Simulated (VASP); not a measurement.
# B33N32 (a cell with a defect) in VASP: relaxation of the atoms with PBEsol

Aim: the relaxation of the atoms of B33N32 (a cell with a defect) with PBEsol.

Program: VASP 6.6.1. These are calculated values, not measurements. Logs are shortened: lines on timing, memory, paths and dates and some standing lists are left out, and cuts for length are marked.

## (1) The cell of the first run

The cell holds a defect, 65 atoms: a = 7.212 Å, b = 7.212 Å, c = 7.212 Å, α = 90.00°, β = 90.00°, γ = 90.00°.

## (2) Relaxation of the atoms, PBEsol, collinear spin

Contents of INCAR:

```
ALGO = Normal
EDIFF = 1E-7
EDIFFG = -0.03
ENCUT = 520
GGA = PS
GGA_COMPAT = False
IBRION = 2
ISIF = 2
ISMEAR = -1
ISPIN = 2
ISYM = -1
KPAR = 1
LASPH = True
LCHARG = False
LORBIT = 11
LREAL = Auto
LWAVE = False
MAGMOM = 0 0 0 0 0 0 0.091 0.091 0 0 0 0 0 0 0 0 0 0 0 0.091 0 0 0 0.091 0 0 0 0 0 0.091 0 0.091 0.091 0 0 0 0 0 0 0 0.091 0 0.091 0 0 0 0 0 0 0 0 0 0.091 0 0 0 0 0 0 0 0 0 0.091 0 0
NELECT = 257.0
NELM = 200
NELMIN = 4
NSW = 100
PREC = Accurate
SIGMA = 0.05
```

Contents of KPOINTS:

```
explicit points
1
Reciprocal
  0.25000000   0.25000000   0.25000000 1
```

Contents of POSCAR:

```
B33N32
1.0
    7.2115910000      0.0000000000      0.0000000000
    0.0000000000      7.2115910000      0.0000000000
    0.0000000000      0.0000000000      7.2115910000
B N
33 32
Direct
    0.9956040000      0.0020490000      0.9977360000
    0.0046930000      0.0007330000      0.5004030000
    0.9964970000      0.4969120000      0.0042750000
    0.9975520000      0.5032370000      0.5008400000
    0.5003920000      0.0000820000      0.9997870000
    0.5006590000      0.9987530000      0.5025310000
    0.5029950000      0.4938430000      0.9988650000
    0.5038010000      0.5017740000      0.5009210000
    0.2510510000      0.2509250000      0.0006300000
    0.2532190000      0.2543200000      0.4997590000
    0.2493620000      0.7468160000      0.0021660000
    0.2524030000      0.7494840000      0.4977760000
    0.7523950000      0.2506490000      0.9987160000
    0.7533520000      0.2493580000      0.5017910000
    0.7506730000      0.7504100000      0.9992690000
    0.7487230000      0.7555480000      0.5004530000
    0.2454480000      0.0000150000      0.2496240000
    0.2452010000      0.0009440000      0.7488610000
    0.2507410000      0.5014460000      0.2482160000
    0.2559050000      0.5029760000      0.7523820000
    0.7554210000      0.0025460000      0.2501680000
    0.7527040000      0.9963180000      0.7472490000
    0.7528750000      0.5025970000      0.2543460000
    0.7520770000      0.5002110000      0.7551340000
    0.0032800000      0.2505370000      0.2489130000
    0.9995730000      0.2541530000      0.7543800000
    0.9984570000      0.7508640000      0.2531310000
    0.9995930000      0.7502290000      0.7443260000
    0.5017390000      0.2481110000      0.2484130000
    0.5075880000      0.2473390000      0.7533480000
    0.4996680000      0.7522840000      0.2541890000
    0.5036390000      0.7491890000      0.7471910000
    0.5007700000      0.5026700000      0.7510500000
    0.1215180000      0.1264460000      0.1203080000
    0.1267260000      0.1219110000      0.6247370000
    0.1258320000      0.6272830000      0.1232320000
    0.1256590000      0.6225430000      0.6222850000
    0.6244290000      0.1285590000      0.1243290000
    0.6195600000      0.1240390000      0.6258950000
    0.6277350000      0.6271950000      0.1251890000
    0.6269190000      0.6231260000      0.6259570000
    0.3779130000      0.3741700000      0.1256440000
    0.3753410000      0.3757140000      0.6243090000
    0.3757510000      0.8759310000      0.1248220000
    0.3780310000      0.8802220000      0.6304730000
    0.8721740000      0.3795690000      0.1224720000
    0.8798640000      0.3736100000      0.6240360000
    0.8786220000      0.8794650000      0.1235170000
    0.8787430000      0.8729230000      0.6298020000
    0.3747760000      0.1323310000      0.3747330000
    0.3747260000      0.1329720000      0.8713930000
    0.3793110000      0.6285480000      0.3726090000
    0.3783570000      0.6257500000      0.8762640000
    0.8694220000      0.1257100000      0.3730050000
    0.8679500000      0.1233580000      0.8735460000
    0.8727690000      0.6214470000      0.3758160000
    0.8720850000      0.6276020000      0.8743260000
    0.1232690000      0.3780030000      0.3739390000
    0.1253380000      0.3779590000      0.8743130000
    0.1248050000      0.8728430000      0.3751710000
    0.1238540000      0.8792760000      0.8740160000
    0.6240900000      0.3728570000      0.3728830000
    0.6252330000      0.3739790000      0.8750460000
    0.6276160000      0.8779960000      0.3764460000
    0.6268720000      0.8698250000      0.8767240000
```

Potentials or basis: VASP PAW PBE potentials, release 64 (B, N).

Started as:

```
$ cat potpaw_PBE.64/B/POTCAR potpaw_PBE.64/N/POTCAR > POTCAR
$ mpirun -np 4 vasp_std > vasp.out
```

OUTCAR:

```text
EDIFF = 1E-7
   EDIFFG = -0.03
   ENCUT = 520
   GGA = PS
   IBRION = 2
   ISIF = 2
   ISMEAR = -1
   ISPIN = 2
   ISYM = -1
   LASPH = True
   LORBIT = 11
   LREAL = Auto
   NELECT = 257.0
   NELM = 200
   NELMIN = 4
   NSW = 100
   PREC = Accurate

 ion  position               nearest neighbor table
   1  0.996  0.002  0.998-  48 1.52  34 1.55  55 1.55  61 1.56
   2  0.005  0.001  0.500-  35 1.53  60 1.55  49 1.60  54 1.61
   3  0.996  0.497  0.004-  46 1.50  59 1.57  36 1.58  57 1.60
   4  0.998  0.503  0.501-  56 1.53  37 1.54  47 1.54  58 1.57
   5  0.500  0.000  1.000-  44 1.56  38 1.57  65 1.58  51 1.61
   6  0.501  0.999  0.503-  39 1.53  45 1.54  64 1.56  50 1.61
   7  0.503  0.494  0.999-  63 1.52  42 1.55  53 1.58  40 1.60  33 1.79
   8  0.504  0.502  0.501-  41 1.54  62 1.57  43 1.57  52 1.58  33 1.80
   9  0.251  0.251  0.001-  51 1.55  34 1.56  42 1.56  59 1.58
  10  0.253  0.254  0.500-  43 1.53  50 1.53  58 1.58  35 1.60
  11  0.249  0.747  0.002-  36 1.52  53 1.57  44 1.57  61 1.61
  12  0.252  0.749  0.498-  52 1.55  60 1.56  37 1.57  45 1.62
  13  0.752  0.251  0.999-  55 1.53  46 1.55  63 1.56  38 1.56
  14  0.753  0.249  0.502-  54 1.54  47 1.55  62 1.59  39 1.60
  15  0.751  0.750  0.999-  65 1.52  57 1.54  40 1.55  48 1.59
  16  0.749  0.756  0.500-  64 1.53  49 1.57  41 1.58  56 1.59
  17  0.245  0.000  0.250-  60 1.55  44 1.58  34 1.58  50 1.61
  18  0.245  0.001  0.749-  35 1.51  61 1.53  45 1.55  51 1.60
  19  0.251  0.501  0.248-  36 1.56  58 1.57  42 1.57  52 1.58
  20  0.256  0.503  0.752-  53 1.54  43 1.56  59 1.57  37 1.58  33 1.77
  21  0.755  0.003  0.250-  54 1.50  48 1.55  64 1.58  38 1.59
  22  0.753  0.996  0.747-  49 1.53  55 1.54  65 1.59  39 1.59
  23  0.753  0.503  0.254-  56 1.50  46 1.56  62 1.57  40 1.58
  24  0.752  0.500  0.755-  57 1.53  63 1.55  41 1.57  47 1.61  33 1.81
  25  0.003  0.251  0.249-  34 1.55  58 1.55  54 1.59  46 1.61
  26  1.000  0.254  0.754-  59 1.54  47 1.54  55 1.59  35 1.62
  27  0.998  0.751  0.253-  60 1.54  56 1.57  48 1.58  36 1.59
  28  1.000  0.750  0.744-  49 1.49  37 1.56  57 1.58  61 1.59
  29  0.502  0.248  0.248-  38 1.53  50 1.54  62 1.55  42 1.55
  30  0.508  0.247  0.753-  39 1.51  51 1.52  63 1.52  43 1.62  33 1.84
  31  0.500  0.752  0.254-  52 1.51  64 1.57  44 1.57  40 1.59
  32  0.504  0.749  0.747-  41 1.54  65 1.56  45 1.56  53 1.57  33 1.78
  33  0.501  0.503  0.751-  53 1.54  41 1.55  63 1.57  43 1.58  20 1.77  32 1.78   7 1.79   8 1.80
                            24 1.81  30 1.84
  34  0.122  0.126  0.120-  25 1.55   1 1.55   9 1.56  17 1.58
  35  0.127  0.122  0.625-  18 1.51   2 1.53  10 1.60  26 1.62
  36  0.126  0.627  0.123-  11 1.52  19 1.56   3 1.58  27 1.59
  37  0.126  0.623  0.622-   4 1.54  28 1.56  12 1.57  20 1.58
  38  0.624  0.129  0.124-  29 1.53  13 1.56   5 1.57  21 1.59
  39  0.620  0.124  0.626-  30 1.51   6 1.53  22 1.59  14 1.60
  40  0.628  0.627  0.125-  15 1.55  23 1.58  31 1.59   7 1.60
[... 264 lines left out ...]
  Total       -6.6149365     -3.3225500     -5.8402273     -4.0993905     -4.5408433     -3.4651031
  in kB      -28.2581025    -14.1934783    -24.9486511    -17.5120348    -19.3978606    -14.8024458
  external PRESSURE =     -22.4667440 kB  Pullay stress =       0.0000000 kB
[... 280 lines left out ...]
  FREE ENERGIE OF THE ION-ELECTRON SYSTEM (eV)
  ---------------------------------------------------
  free  energy   TOTEN  =      -601.9691821999 eV

  energy  without entropy=     -601.8855998558  energy(sigma->0) =     -601.92739103

[... ionic steps 4 to 15 ...]

--------------------------------------- Ionic step       16  -------------------------------------------

 number of electron     257.0000062 magnetization      -0.0000090

------------------------ aborting loop because EDIFF is reached ----------------------------------------
[... 193 lines left out ...]
--------------------------------------- Ionic step       18  -------------------------------------------

 number of electron     257.0000061 magnetization      -0.0021516

 Free energy of the ion-electron system (eV)
  ---------------------------------------------------
  ext. energy  EPLUGINS =         0.00000000
  ---------------------------------------------------
  free energy    TOTEN  =      -602.41779238 eV

  energy without entropy =     -602.34551398  energy(sigma->0) =     -602.38165318

 E-fermi :  12.4594     XC(G=0): -13.0889

 val. band max:        7.1502209315   @ k =   0.2500   0.2500   0.2500
 cond. band min:      12.4599553921   @ k =   0.2500   0.2500   0.2500
 fundamental gap:      5.3097344606
 Fermi energy:        12.4594111589

 spin component 1

 k-point     1 :       0.2500    0.2500    0.2500
  band No.  band energies     occupation
      1     -13.3916      1.00000
      2     -11.9225      1.00000
      3     -11.5054      1.00000
      4     -11.5001      1.00000
      5     -10.7233      1.00000
      6     -10.5065      1.00000
[... 132 lines left out ...]
    139      15.2326      0.00000
    140      15.2385      0.00000
 Fermi energy:        12.4594111589

 spin component 2

 k-point     1 :       0.2500    0.2500    0.2500
  band No.  band energies     occupation
      1     -13.3917      1.00000
      2     -11.9226      1.00000
      3     -11.5055      1.00000
      4     -11.5001      1.00000
      5     -10.7234      1.00000
      6     -10.5065      1.00000
[... 132 lines left out ...]
    139      15.2323      0.00000
    140      15.2383      0.00000
 [bands above 140 left out]

------------------------ aborting loop because EDIFF is reached ----------------------------------------

  FORCE on cell =-STRESS in cart. coord.  units (eV):
  Direction    XX          YY          ZZ          XY          YZ          ZX
  --------------------------------------------------------------------------------------
  -------------------------------------------------------------------------------------
  Total       -6.5845702     -6.2250734     -6.6109528     -5.6108317     -5.6105132     -5.4489518
  in kB      -28.1283821    -26.5926610    -28.2410848    -23.9687045    -23.9673437    -23.2771755
  external PRESSURE =     -27.6540426 kB  Pullay stress =       0.0000000 kB
[... 80 lines left out ...]
  FREE ENERGIE OF THE ION-ELECTRON SYSTEM (eV)
  ---------------------------------------------------
  free  energy   TOTEN  =      -602.4177923803 eV

  energy  without entropy=     -602.3455139836  energy(sigma->0) =     -602.38165318

 reached required accuracy - stopping structural energy minimisation

 total charge

# of ion       s       p       d       tot
------------------------------------------
    1        0.673   1.356   0.000   2.029
    2        0.672   1.351   0.000   2.024
    3        0.676   1.368   0.000   2.044
    4        0.675   1.366   0.000   2.041
    5        0.676   1.368   0.000   2.043
    6        0.675   1.366   0.000   2.041
[... 57 lines left out ...]
   64        1.208   2.765   0.000   3.973
   65        1.209   2.771   0.000   3.980
--------------------------------------------------
tot         61.050 133.053   0.000 194.103

 magnetization (x)

# of ion       s       p       d       tot
------------------------------------------
    1       -0.000  -0.000   0.000  -0.000
    2        0.000  -0.000   0.000  -0.000
    3       -0.000  -0.000   0.000  -0.000
    4       -0.000  -0.000   0.000  -0.000
    5       -0.000  -0.000   0.000  -0.000
    6       -0.000  -0.000   0.000  -0.000
[... 57 lines left out ...]
   64       -0.000   0.000   0.000  -0.000
   65       -0.000  -0.000   0.000  -0.000
--------------------------------------------------
tot         -0.000  -0.001   0.000  -0.001
```

Wall time 23 min (4 MPI ranks of AMD EPYC 7R43 (Zen 3), shared host); peak memory 0.23 GiB.

What came out:

```
Free energy                                           : -602.4178 eV
Energy gained by relaxing                             : 63.0 meV/atom
Ionic steps                                           : 18
Largest force after relaxing                          : 0.029 eV/Å
Net moment                                            : 0.00 μB per cell
Valence electrons inside the program's atomic spheres : B 2.03, 2.02, 2.04, 2.05, 1.99, 2.00, 2.10 (each value once); N 3.97, 3.98, 3.94, 3.92, 3.96 (each value once)
```

Forces in eV/Å, atoms in the order of the input:
```
B   -0.007  0.011  0.001
B   -0.004  0.004 -0.018
B    0.002  0.002  0.007
B    0.008  0.015  0.000
B   -0.002 -0.009  0.005
B   -0.006 -0.014 -0.011
B   -0.001  0.000  0.004
B   -0.004  0.001  0.016
B   -0.005  0.001 -0.004
B   -0.004 -0.004 -0.011
B   -0.001  0.004  0.007
B    0.009  0.004 -0.001
B   -0.004  0.005 -0.003
B    0.001 -0.003 -0.005
B   -0.003  0.001  0.008
B    0.005  0.009  0.006
B   -0.009  0.003 -0.007
B   -0.009 -0.008 -0.005
B   -0.002  0.012  0.006
B    0.012 -0.010 -0.001
B    0.008  0.002 -0.002
B    0.007 -0.014  0.002
B    0.008  0.007  0.001
B    0.009  0.006  0.008
B   -0.004  0.009 -0.010
B   -0.002 -0.006  0.004
B    0.000  0.019  0.006
B    0.001  0.011 -0.001
B   -0.004 -0.006 -0.001
B    0.001 -0.005  0.004
B   -0.002  0.007 -0.002
B    0.001 -0.008  0.008
B    0.002 -0.027  0.008
N   -0.020  0.003  0.009
N    0.001  0.000 -0.002
N    0.005  0.020  0.001
N    0.011  0.004 -0.008
N   -0.008  0.005  0.002
N   -0.001 -0.003 -0.013
N    0.003  0.000  0.000
N   -0.005 -0.015  0.005
N   -0.006 -0.006 -0.002
N    0.012  0.003  0.009
N   -0.012  0.001 -0.007
N   -0.005 -0.012 -0.010
N   -0.006  0.002 -0.001
N    0.005 -0.013 -0.005
N    0.011  0.021  0.009
N    0.000 -0.011 -0.008
N   -0.008 -0.002 -0.002
N   -0.003  0.000 -0.004
N    0.001 -0.002  0.015
N    0.007 -0.007  0.000
N    0.008 -0.009 -0.015
N   -0.003 -0.002  0.000
N    0.008  0.011  0.005
N    0.004  0.001 -0.003
N    0.006  0.009 -0.004
N    0.005 -0.006  0.002
N   -0.014  0.014 -0.009
N    0.003 -0.007  0.008
N    0.002 -0.018 -0.001
N   -0.007 -0.007 -0.004
N    0.008  0.005  0.012
N    0.000 -0.001  0.000
```

The path:
```
step  energy change (eV)  largest force (eV/Å)  pressure (GPa)
   1              0.0000                6.5448           -2.25
   2              1.6424                7.2002            2.67
   3             -3.6446                1.7819           -2.67
   4             -3.8035                1.8734           -2.55
   5             -3.9942                0.5470           -2.75
   6             -4.0445                0.4366           -2.73
   7             -4.0664                0.1979           -2.76
   8             -4.0817                0.1748           -2.79
   9             -4.0819                0.1569           -2.79
  10             -4.0877                0.1148           -2.79
  11             -4.0877                0.1152           -2.79
  12             -4.0902                0.1094           -2.76
  13             -4.0902                0.1091           -2.76
  14             -4.0917                0.0691           -2.76
  15             -4.0917                0.0652           -2.77
  16             -4.0925                0.0511           -2.77
  17             -4.0925                0.0492           -2.77
  18             -4.0932                0.0286           -2.77
```

Final structure:
```
CELL_PARAMETERS angstrom
7.21159 0.00000 0.00000
0.00000 7.21159 0.00000
0.00000 0.00000 7.21159
ATOMIC_POSITIONS crystal
B 0.00094 0.00082 0.00038
B 0.00080 0.00079 0.49867
B 0.00078 0.50050 0.00132
B 0.00117 0.50098 0.49722
B 0.50053 0.00106 0.00140
B 0.50108 0.00157 0.49731
B 0.50105 0.50106 0.01750
B 0.50396 0.50416 0.47800
B 0.24928 0.24925 0.00056
B 0.24538 0.24545 0.49482
B 0.24256 0.75587 0.00514
B 0.24914 0.75113 0.49862
B 0.75601 0.24240 0.00536
B 0.75110 0.24932 0.49869
B 0.75064 0.75070 0.99998
B 0.75574 0.75589 0.49188
B 0.24925 0.00078 0.25025
B 0.24791 0.00152 0.75047
B 0.24784 0.50094 0.25061
B 0.22864 0.50414 0.75337
B 0.75097 0.00088 0.25030
B 0.75199 0.00113 0.74990
B 0.75194 0.50051 0.25015
B 0.76809 0.50107 0.75041
B 0.00082 0.24902 0.25025
B 0.00129 0.24796 0.75041
B 0.00087 0.75083 0.25021
B 0.00076 0.75202 0.74990
B 0.50108 0.24795 0.25068
B 0.50389 0.22918 0.75334
B 0.50050 0.75202 0.25019
B 0.50101 0.76875 0.75033
B 0.50114 0.50230 0.75042
N 0.12602 0.12585 0.12534
N 0.12633 0.12643 0.62545
N 0.12548 0.62557 0.12511
N 0.12349 0.62744 0.62410
N 0.62574 0.12556 0.12522
N 0.62739 0.12386 0.62422
N 0.62646 0.62656 0.12651
N 0.62331 0.62363 0.62659
N 0.37528 0.37529 0.12728
N 0.37935 0.37948 0.62881
N 0.37570 0.87542 0.12475
N 0.37521 0.87817 0.62462
N 0.87538 0.37560 0.12476
N 0.87783 0.37534 0.62465
N 0.87561 0.87554 0.12499
N 0.87530 0.87548 0.62507
N 0.37609 0.12646 0.37576
N 0.37478 0.12381 0.87682
N 0.37464 0.62746 0.37291
N 0.37723 0.62356 0.87267
N 0.87589 0.12593 0.37541
N 0.87588 0.12557 0.87509
N 0.87570 0.62563 0.37484
N 0.87711 0.62655 0.87587
N 0.12628 0.37597 0.37574
N 0.12361 0.37480 0.87678
N 0.12592 0.87588 0.37533
N 0.12550 0.87587 0.87501
N 0.62739 0.37487 0.37302
N 0.62318 0.37769 0.87256
N 0.62560 0.87586 0.37485
N 0.62652 0.87741 0.87589
```

Levels at points of the mesh, in eV from the Fermi level:
Spin up:
```
           k point  band 125  band 126  band 127  band 128  band 129  band 130  band 131  band 132
(0.25, 0.25, 0.25)     -6.12     -6.06     -5.31     -5.31      0.00      0.30      0.32      1.30
```
Spin down:
| k point | band 125 | band 126 | band 127 | band 128 | band 129 | band 130 | band 131 | band 132 |
| --- | --- | --- | --- | --- | --- | --- | --- | --- |
| (0.25, 0.25, 0.25) | -6.12 | -6.06 | -5.31 | -5.31 | 0.00 | 0.30 | 0.32 | 1.30 |

Caveat: the cell carries a net charge on a neutralising background, which shifts energy and pressure; the cell is charged against a uniform background, so pressure and absolute levels hang on convention; the PAW data sets were made with another functional, which shifts forces and pressure a little.
